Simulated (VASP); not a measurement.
# Sb (R-3m) in VASP: a series of runs

Sb is run at these levels: PBE+D3(BJ); tasks: single point, relaxation of cell and atoms.

Everything below comes from runs of VASP 6.6.1. Logs are shortened: lines on timing, memory, paths and dates and some standing lists are left out, and cuts for length are marked.

### 1 The cell of the first run

The typed cell holds 2 atoms: a = 4.098 Å, b = 4.098 Å, c = 4.098 Å, α = 59.99°, β = 59.99°, γ = 59.99°.

This isn't the form of Sb at room conditions, which is rhombohedral.

### 2 Single point, PBE+D3(BJ)

INCAR reads:

```
SYSTEM = Sb
ALGO = Normal
EDIFF = 1E-6
ENCUT = 520
GGA = PE
ISIF = 2
ISMEAR = -1
IVDW = 12
LASPH = .TRUE.
LCHARG = .FALSE.
LREAL = .FALSE.
LWAVE = .FALSE.
NBANDS = 12
NELM = 60
PREC = Accurate
SIGMA = 0.15
```

KPOINTS reads:

```
k-points
0
G
  12 12 12
  0 0 0
```

POSCAR reads:

```
Sb
1.0
    2.0487269920      1.1828330803      3.3465462733
   -2.0487269920      1.1828330803      3.3465462733
    0.0000000000     -2.3656661607      3.3465462733
Sb
2
Direct
    0.2500162074      0.2500162074      0.2500162074
    0.7499837926      0.7499837926      0.7499837926
```

Potentials or basis: VASP PAW PBE potentials, release 64 (Sb).

The run is started by

```sh
cat potpaw_PBE.64/Sb/POTCAR > POTCAR
mpirun -np 1 vasp_std > vasp.out
```

OUTCAR:

```text
SYSTEM = Sb
   EDIFF = 1E-6
   ENCUT = 520
   GGA = PE
   ISIF = 2
   ISMEAR = -1
   IVDW = 12
   LASPH = .TRUE.
   LREAL = .FALSE.
   NELM = 60
   PREC = Accurate
 IVDW          = 12

 ion  position               nearest neighbor table
   1  0.250  0.250  0.250-   2 2.90   2 2.90   2 2.90   2 2.90   2 2.90   2 2.90
   2  0.750  0.750  0.750-   1 2.90   1 2.90   1 2.90   1 2.90   1 2.90   1 2.90

  LATTYP: Found a trigonal (rhomboedric) cell.
 ALAT       =     4.0982616245
 COS(alpha) =     0.5001970496

  Lattice vectors:

 A1 = (   2.0487269920,   1.1828330803,   3.3465462733)
 A2 = (  -2.0487269920,   1.1828330803,   3.3465462733)
 A3 = (   0.0000000000,  -2.3656661607,   3.3465462733)

Analysis of symmetry for initial positions (statically):
=====================================================================
 Subroutine PRICEL returns:
 Original cell was already a primitive cell.

 Routine SETGRP: Setting up the symmetry group for a
 trigonal (rhombohedral) supercell.

 Subroutine GETGRP returns: Found 12 space group operations
 (whereof 12 operations were pure point group operations)
 out of a pool of 12 trial point group operations.

The static configuration has the point symmetry D_3d.

Analysis of symmetry for dynamics (positions and initial velocities):
=====================================================================
 Subroutine PRICEL returns:
 Original cell was already a primitive cell.

 Routine SETGRP: Setting up the symmetry group for a
 trigonal (rhombohedral) supercell.

 Subroutine GETGRP returns: Found 12 space group operations
 (whereof 12 operations were pure point group operations)
 out of a pool of 12 trial point group operations.

The dynamic configuration has the point symmetry D_3d.

 Subroutine INISYM returns: Found 12 space group operations
 (whereof 12 operations are pure point group operations),
 and found     1 'primitive' translations

----------------------------------------------------------------------------------------

                                     Primitive cell

  volume of cell :      48.6582

  direct lattice vectors                    reciprocal lattice vectors
     2.048726992  1.182833080  3.346546273     0.244053992  0.140904638  0.099605177
    -2.048726992  1.182833080  3.346546273    -0.244053992  0.140904638  0.099605177
     0.000000000 -2.365666161  3.346546273     0.000000000 -0.281809275  0.099605177

  length of vectors
     4.098261625  4.098261625  4.098261625     0.298894060  0.298894060  0.298894060

  position of ions in fractional coordinates (direct lattice)
     0.250016207  0.250016207  0.250016207
     0.749983793  0.749983793  0.749983793

  ion indices of the primitive-cell ions
   primitive index   ion index
                 1           1
                 2           2

----------------------------------------------------------------------------------------

 KPOINTS: k-points

Automatic generation of k-mesh.
 Grid dimensions read from file:
 generate k-points for:   12   12   12

 Generating k-lattice:

  Cartesian coordinates                     Fractional coordinates (reciprocal lattice)
     0.020337833  0.011742053  0.008300431     0.083333333  0.000000000  0.000000000
    -0.020337833  0.011742053  0.008300431     0.000000000  0.083333333  0.000000000
     0.000000000 -0.023484106  0.008300431     0.000000000  0.000000000  0.083333333

  Length of vectors
     0.024907838  0.024907838  0.024907838

  Shift w.r.t. Gamma in fractional coordinates (k-lattice)
     0.000000000  0.000000000  0.000000000

 Subroutine IBZKPT returns following result:
 ===========================================

 Found    189 irreducible k-points:

 Following reciprocal coordinates:
            Coordinates               Weight
  0.000000  0.000000  0.000000      1.000000
  0.083333 -0.000000 -0.000000      6.000000
  0.166667 -0.000000 -0.000000      6.000000
  0.250000 -0.000000  0.000000      6.000000
  0.333333 -0.000000 -0.000000      6.000000
  0.416667 -0.000000  0.000000      6.000000
[... 16 lines left out ...]
  0.500000  0.166667 -0.000000     12.000000
 -0.416667  0.166667  0.000000     12.000000
 [... further k-points ...]
   k-points           NKPTS =    189   k-points in BZ     NKDIM =    189   number of bands    NBANDS=     12
   number of dos      NEDOS =    301   number of ions     NIONS =      2
   total plane-waves  NPLWV =  27000
   dimension x,y,z NGX =    30 NGY =   30 NGZ =   30
   dimension x,y,z NGXF=    60 NGYF=   60 NGZF=   60
   ions per type =               2
   NGX,Y,Z   is equivalent  to a cutoff of  12.17, 12.17, 12.17 a.u.
   NGXF,Y,Z  is equivalent  to a cutoff of  24.34, 24.34, 24.34 a.u.
 SYSTEM =  Sb
   PREC   = accura    normal or accurate (medium, high low for compatibility)
   ISTART =      0    job   : 0-new  1-cont  2-samecut
   ICHARG =      2    charge: 1-file 2-atom 10-const
   ISPIN  =      1    spin polarized calculation?
   LNONCOLLINEAR =      F non collinear calculations
   LSORBIT =      F    spin-orbit coupling
   LASPH  =      T    aspherical Exc in radial PAW
   ENCUT  =  520.0 eV  38.22 Ry    6.18 a.u.   7.62  7.62  7.62*2*pi/ulx,y,z
   NELM   =     60;   NELMIN=  2; NELMDL= -5     # of ELM steps
   EDIFF  = 0.1E-05   stopping-criterion for ELM
   LREAL  =      F    real-space projection
   EDIFFG = 0.1E-04   stopping-criterion for IOM
   NSW    =      0    number of steps for IOM
   IBRION =     -1    ionic relax: 0-MD 1-quasi-New 2-CG
   NFREE  =      0    steps in history (QN), initial steepest desc. (CG)
   ISIF   =      2    stress and relaxation
   ISYM   =      2    0-nonsym 1-usesym 2-fastsym
   POTIM  = 0.5000    time-step for ionic-motion
   TEBEG  =    0.0;   TEEND  =   0.0 temperature during run
   PSTRESS=    0.0 pullay stress
   NELECT =      10.0000    total number of electrons
   NUPDOWN=      -1.0000    fix difference up-down
   EMIN   =  10.00;   EMAX   =-10.00  energy-range for DOS
   EFERMI =   0.00;   METHOD = LEGACY
   ISMEAR =    -1;   SIGMA  =   0.15  broadening in eV -4-tet -1-fermi 0-gaus
   EFERMI_NEDOS =   21; number of points for ismear=-14 and -15
   IALGO  =     38    algorithm
   IMIX   =      4    mixing-type and parameters
     AMIX     =   0.40;   BMIX     =  1.00
     AMIX_MAG =   1.60;   BMIX_MAG =  1.00
[... 3 lines left out ...]
   LORBIT       =      0    0 simple, 1 ext, 2 COOP (PROOUT), +10 PAW based schemes
   GGA     = PE    functional components
   LHFCALC =     F    Hartree Fock is set to
   AEXX    =    0.0000 exact exchange contribution
   IVDW    =    12    specifies the selected vdW correction
   LEPSILON=     F    determine dielectric tensor
   LRPA    =     F    only Hartree local field effects (RPA)
 non-spin polarized calculation
  energy-cutoff  :      520.00
  volume of cell :       48.66
 maximum number of plane-waves:      1363
   NGX = 15   NGY = 15   NGZ = 15

 number of electron      10.0000000 magnetization

 number of electron       9.9999999 magnetization

 Free energy of the ion-electron system (eV)
  ---------------------------------------------------
  ext. energy  EPLUGINS =         0.00000000
  ---------------------------------------------------
  free energy    TOTEN  =        -7.65802267 eV

  energy without entropy =       -7.59481754  energy(sigma->0) =       -7.62642011

 E-fermi :  10.0097     XC(G=0): -10.5204

 val. band max:        9.9929253550   @ k =  -0.3333   0.4167   0.2500
 cond. band min:      10.0202311987   @ k =  -0.1667   0.0833   0.0833
 fundamental gap:      0.0273058437
 Fermi energy:        10.0096647698

 k-point     1 :       0.0000    0.0000    0.0000
  band No.  band energies     occupation
      1      -4.1882      2.00000
      2       6.8415      2.00000
      3       7.9135      2.00000
      4       7.9177      2.00000
      5       7.9177      2.00000
      6      13.7443      0.00000
      7      13.7443      0.00000
      8      13.7456      0.00000
      9      14.4776      0.00000
     10      14.4820      0.00000
     11      14.4820      0.00000
     12      16.2839      0.00000

 k-point     2 :       0.0833   -0.0000   -0.0000
  band No.  band energies     occupation
      1      -4.0956      2.00000
      2       5.8587      2.00000
      3       7.9261      2.00000
      4       7.9297      2.00000
      5       8.6818      1.99971
      6      13.2656      0.00000
      7      13.2664      0.00000
      8      13.4620      0.00000
      9      14.3266      0.00000
     10      14.6463      0.00000
     11      14.6503      0.00000
     12      16.9905      0.00000

 k-point     3 :       0.1667   -0.0000   -0.0000
  band No.  band energies     occupation
      1      -3.8182      2.00000
      2       4.4095      2.00000
      3       7.9741      2.00000
      4       7.9775      2.00000
      5       9.4575      1.95084
      6      12.3247      0.00000
      7      12.3250      0.00000
      8      12.8173      0.00000
      9      14.4406      0.00000
     10      15.1376      0.00000
     11      15.1418      0.00000
     12      18.5455      0.00000

 k-point     4 :       0.2500   -0.0000    0.0000
  band No.  band energies     occupation
      1      -3.3571      2.00000
      2       2.9386      2.00000
      3       8.0864      1.99999
      4       8.0894      1.99999
      5       9.8652      1.44749
      6      11.3484      0.00027
      7      11.3486      0.00027
      8      12.0951      0.00000
      9      15.1580      0.00000
     10      15.9193      0.00000
     11      15.9238      0.00000
     12      20.5374      0.00000

 k-point     5 :       0.3333   -0.0000   -0.0000
  band No.  band energies     occupation
      1      -2.7148      2.00000
      2       1.5344      2.00000
      3       8.2945      1.99998
      4       8.2970      1.99998
      5      10.0638      0.82136
      6      10.4615      0.09378
      7      10.4621      0.09341
      8      11.4397      0.00014
      9      16.3610      0.00000
     10      16.9523      0.00000
     11      16.9572      0.00000
     12      22.2450      0.00000
[... 228 lines left out ...]
      1      -2.8482      2.00000
      2       2.5696      2.00000
      3       6.7305      2.00000
      4       7.2657      2.00000
      5       7.6501      2.00000
      6      12.7258      0.00000
      7      13.2469      0.00000
      8      13.3906      0.00000
      9      13.6516      0.00000
     10      17.8736      0.00000
     11      17.9715      0.00000
     12      19.7100      0.00000

 k-point    22 :       0.4167    0.1667   -0.0000
  band No.  band energies     occupation
      1      -2.1601      2.00000
      2       1.3033      2.00000
      3       6.8200      2.00000
      4       6.8368      2.00000
      5       7.5796      2.00000
      6      12.4500      0.00000
      7      13.0788      0.00000
      8      13.1108      0.00000
      9      14.3171      0.00000
     10      19.1099      0.00000
     11      19.1598      0.00000
     12      20.6867      0.00000

 k-point    23 :       0.5000    0.1667   -0.0000
  band No.  band energies     occupation
      1      -1.3081      2.00000
      2       0.1099      2.00000
      3       6.2149      2.00000
      4       7.0928      2.00000
      5       7.9544      2.00000
      6      11.7072      0.00002
      7      12.5716      0.00000
      8      13.5073      0.00000
      9      15.5509      0.00000
     10      19.1929      0.00000
     11      19.4109      0.00000
     12      20.4984      0.00000

 k-point    24 :      -0.4167    0.1667    0.0000
  band No.  band energies     occupation
      1      -0.9591      2.00000
      2      -0.3109      2.00000
      3       5.7997      2.00000
      4       7.5507      2.00000
      5       8.4215      1.99995
      6      11.0318      0.00219
      7      12.1632      0.00000
      8      13.9464      0.00000
      9      17.0438      0.00000
     10      17.5695      0.00000
     11      17.9679      0.00000
     12      21.7825      0.00000

 [... further k-points ...]

------------------------ aborting loop because EDIFF is reached ----------------------------------------

 Edisp (eV)   -1.17803

 E8    (eV) :    -0.5484

  FORCE on cell =-STRESS in cart. coord.  units (eV):
  Direction    XX          YY          ZZ          XY          YZ          ZX
  --------------------------------------------------------------------------------------
  -------------------------------------------------------------------------------------
  Total       4.62979     4.62979     4.62904     0.00000    -0.00000     0.00000
  in kB     152.44596   152.44596   152.42134     0.00000    -0.00000     0.00000
  external pressure =      152.44 kB  Pullay stress =        0.00 kB

 VOLUME and BASIS-vectors are now :
 -----------------------------------------------------------------------------
  energy-cutoff  :      520.00
  volume of cell :       48.66
      direct lattice vectors                 reciprocal lattice vectors
     2.048726992  1.182833080  3.346546273     0.244053992  0.140904638  0.099605177
    -2.048726992  1.182833080  3.346546273    -0.244053992  0.140904638  0.099605177
     0.000000000 -2.365666161  3.346546273     0.000000000 -0.281809275  0.099605177

 POSITION                                       TOTAL-FORCE (eV/Angst)
 -----------------------------------------------------------------------------------
      0.00000     -0.00000      2.51007         0.000000      0.000000     -0.000922
      0.00000     -0.00000      7.52957         0.000000     -0.000000      0.000922
 -----------------------------------------------------------------------------------
    total drift:                               -0.000000     -0.000000     -0.000000

  FREE ENERGIE OF THE ION-ELECTRON SYSTEM (eV)
  ---------------------------------------------------
  free  energy   TOTEN  =        -8.8360515458 eV

  energy  without entropy=       -8.7728464100  energy(sigma->0) =       -8.80444898
```

Run time: 2.3 min. Hardware: 1 thread of Intel Xeon 8259CL, shared host; peak memory 0.25 GiB.

Results:

```
Free energy                : -8.8361 eV
Pressure                   : 15.2 GPa
Band gap on the k mesh     : zero (bands 5 and 6 overlap by 1.25 eV)
Dispersion energy per atom : -0.589 eV
```

Caveat: the cell stands under pressure; spin-orbit coupling is left out, which moves the levels of the heavy elements.

### 3 Single point, PBE+D3(BJ)

This run uses another cell than the first one, of 26.87 Å³/atom.

INCAR reads:

```
ALGO     = Normal         # electronic algorithm
EDIFF    = 1E-7           # SCF threshold, eV
ENCUT    = 520            # plane-wave cutoff, eV
GGA      = PE             # functional
ISIF     = 2              # what is computed and relaxed
ISMEAR   = -1             # smearing method
IVDW     = 12             # dispersion correction
LASPH    = True           # aspherical terms in the spheres
LCHARG   = False          # write CHGCAR
LREAL    = False          # projectors in reciprocal space
LWAVE    = False          # write WAVECAR
NBANDS   = 12             # bands
NELM     = 100            # most SCF steps
PREC     = Accurate       # precision mode
SIGMA    = 0.15           # smearing width, eV
```

KPOINTS reads:

```
k-points
0
Gamma
  12 12 12
```

POSCAR reads:

```
Sb
1.0
    2.1154077441      1.2213312305      3.4671991940
   -2.1154077441      1.2213312305      3.4671991940
    0.0000000000     -2.4426624610      3.4671991940
Sb
2
Direct
    0.2464946055      0.2464946055      0.2464946055
    0.7535053945      0.7535053945      0.7535053945
```

Potentials or basis: VASP PAW PBE potentials, release 64 (Sb).

The run is started by

```sh
cat potpaw_PBE.64/Sb/POTCAR > POTCAR
mpirun -np 1 vasp_std > vasp.out
```

Wall time 1.7 min (1 thread of Intel Xeon 8259CL, shared host); peak memory 0.26 GiB.

The run converged. Its results:

```
Free energy                : -9.1417 eV
Pressure                   : 5.1 GPa
Largest force              : 0.015 eV/Å
Band gap on the k mesh     : zero (bands 5 and 6 overlap by 0.80 eV)
Dispersion energy per atom : -0.533 eV
```

Forces in eV/Å, atoms in the order of the input:
```
Sb   0.000  0.000  0.015
Sb   0.000  0.000 -0.015
```

Levels at points of the mesh, in eV from the Fermi level:
| k point | band 1 | band 2 | band 3 | band 4 | band 5 | band 6 | band 7 | band 8 | band 9 | band 10 |
| --- | --- | --- | --- | --- | --- | --- | --- | --- | --- | --- |
| (0.00, 0.00, 0.00) | -13.27 | -3.88 | -1.88 | -1.85 | -1.85 | 3.43 | 3.48 | 3.48 | 4.68 | 4.68 |
| (0.50, 0.00, 0.00) | -10.38 | -10.22 | -1.00 | -0.91 | -0.58 | -0.47 | 0.31 | 0.43 | 8.96 | 9.16 |
| (0.50, 0.50, 0.00) | -10.45 | -7.43 | -6.33 | -4.06 | -4.04 | 1.73 | 5.88 | 5.91 | 8.39 | 9.28 |
| (0.50, 0.50, 0.50) | -10.55 | -10.07 | -0.87 | -0.87 | -0.57 | -0.57 | 0.21 | 0.58 | 8.78 | 9.32 |

Caveat: the cell stands under pressure; spin-orbit coupling is left out, which moves the levels of the heavy elements.

### 4 Relaxation of cell and atoms, PBE+D3(BJ), target pressure 15 GPa, at which the enthalpy is minimised

This run uses another cell than the first one, of 26.87 Å³/atom.

INCAR reads:

```
SYSTEM = Sb
PREC = Accurate ; ENCUT = 600
EDIFF = 1E-7 ; ISMEAR = -1
SIGMA = 0.15 ; LREAL = .False.
LASPH = .True. ; NELM = 80
ALGO = Normal ; ISIF = 3
LWAVE = .False. ; LCHARG = .False.
GGA = PE ; IVDW = 12
IBRION = 2 ; NSW = 80
EDIFFG = -0.001 ; PSTRESS = 150.0
```

KPOINTS reads:

```
Automatic mesh
0
Gamma
  12 12 12
  0 0 0
```

POSCAR is that of step 3.

The run is started by

```sh
cat potpaw_PBE.64/Sb/POTCAR > POTCAR
mpirun -np 1 vasp_std > vasp.out
```

It took 10 min on 1 thread of Intel Xeon 8259CL, shared host; peak memory 0.3 GiB.

The run converged. Its results:

| Quantity | Value |
| --- | --- |
| Free energy | -8.8452 eV |
| Relaxed volume | 24.38 Å³/atom |
| Relaxed cell | a = 4.101 Å, b = 4.101 Å, c = 4.101 Å, α = 59.97°, β = 59.97°, γ = 59.97° |
| Space group after relaxing (to 0.1 Å) | Pm-3m (No. 221) |
| Energy change on relaxing (the run minimises the enthalpy) | +148.3 meV/atom |
| Ionic steps | 12 |
| Pressure after relaxing | 15.0 GPa |
| Band gap on the k mesh | zero (bands 5 and 6 overlap by 1.24 eV) |
| Dispersion energy per atom | -0.588 eV |

Step by step:
| step | energy change (eV) | largest force (eV/Å) | pressure (GPa) | volume (Å³) |
| --- | --- | --- | --- | --- |
| 1 | 0.0000 | 0.0145 | 5.07 | 53.75 |
| 2 | 1.4684 | 0.5577 | 41.84 | 41.81 |
| 3 | 0.2762 | 0.1894 | 14.49 | 49.05 |
| 4 | 0.2915 | 0.1968 | 14.91 | 48.88 |
| 5 | 0.3003 | 0.2009 | 15.15 | 48.79 |
| 6 | 0.3019 | 0.1511 | 15.18 | 48.74 |
| 7 | 0.3116 | 0.0084 | 15.41 | 48.59 |
| 8 | 0.2562 | 0.0048 | 13.88 | 49.20 |
| 9 | 0.2967 | 0.0046 | 15.00 | 48.75 |
| 10 | 0.2963 | 0.0045 | 14.99 | 48.75 |
| 11 | 0.2964 | 0.0029 | 15.00 | 48.75 |
| 12 | 0.2966 | 0.0002 | 15.00 | 48.75 |

Final structure:
```yaml
crystal:
  lattice:
    - [2.04976, 1.18343, 3.34961]
    - [-2.04976, 1.18343, 3.34961]
    - [0.00000, -2.36686, 3.34961]
  atoms:
    - { symbol: Sb, position: [0.25000, 0.25000, 0.25000] }
    - { symbol: Sb, position: [0.75000, 0.75000, 0.75000] }
```

Levels at points of the mesh, in eV from the Fermi level:
| k point | band 1 | band 2 | band 3 | band 4 | band 5 | band 6 | band 7 | band 8 | band 9 |
| --- | --- | --- | --- | --- | --- | --- | --- | --- | --- |
| (0.00, 0.00, 0.00) | -14.18 | -3.18 | -2.10 | -2.09 | -2.09 | 3.73 | 3.73 | 3.73 | 4.48 |
| (0.50, 0.00, 0.00) | -10.90 | -10.90 | -0.92 | -0.92 | -0.91 | -0.91 | 0.50 | 0.50 | 9.53 |
| (0.50, 0.50, 0.00) | -10.93 | -7.38 | -7.16 | -4.57 | -4.57 | 1.32 | 6.50 | 6.50 | 9.52 |
| (0.50, 0.50, 0.50) | -10.91 | -10.90 | -0.91 | -0.91 | -0.91 | -0.91 | 0.51 | 0.51 | 9.53 |

Caveat: the cell is relaxed towards a set pressure, so the run minimises the enthalpy, not the energy; spin-orbit coupling is left out, which moves the levels of the heavy elements.

### 5 Overview

| task | cell | cutoff (eV) | gap on the mesh (eV) | pressure (GPa) |
| --- | --- | --- | --- | --- |
| single point | a = 4.098 Å, angles 60.0°, 2 atoms, atomic positions A | 520 | none | 15.2 |
| single point | a = 4.241 Å, angles 59.8°, 2 atoms, atomic positions B | 520 | none | 5.1 |
| relaxation of cell and atoms | relaxed to 15 GPa from a = 4.241 Å, angles 59.8°, 2 atoms, atomic positions B | 600 | none | 15.0 |

Alike in all rows: level PBE+D3(BJ); potentials or basis VASP PAW PBE potentials, release 64 (Sb); no spin polarisation; k mesh 12 × 12 × 12; smearing fermi-dirac 0.15 eV.

Caveats: spin-orbit coupling is left out, which moves the levels of the heavy elements; the cell stands under pressure (at least some runs); the cell is relaxed towards a set pressure, so the run minimises the enthalpy, not the energy (at least some runs).

Absolute energies hang on the potentials; compare differences alone.
